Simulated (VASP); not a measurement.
A run of VASP 6.6.1 is set up as follows.

INCAR

```
ALGO = Normal ; EDIFF = 1E-6
ENCUT = 520 ; GGA = PE
ISIF = 2 ; ISMEAR = -1
LASPH = True ; LCHARG = False
LREAL = False ; LWAVE = False
NBANDS = 16 ; NELM = 100
PREC = Accurate ; SIGMA = 0.08
```

KPOINTS

```
k-points
0
Gamma
  10 10 6
```

The input POSCAR:

```
K
1.0
    4.4530699366      0.0000000000      0.0000000000
   -2.2265349683      3.8564716899      0.0000000000
    0.0000000000      0.0000000000      7.2139732973
K
2
Direct
    0.3333333333      0.6666666667      0.2500000000
    0.6666666667      0.3333333333      0.7500000000
```

Potentials or basis: VASP PAW PBE potentials, release 64 (K_sv).

Run with:

```console
$ cat potpaw_PBE.64/K_sv/POTCAR > POTCAR
$ mpirun -np 1 vasp_std > vasp.out
```

(1) Predict the band gap on the k mesh.

(2) What does it give for the pressure?

## Answers

(1) zero (bands 9 and 10 overlap by 2.52 eV).

(2) 0.9 GPa.
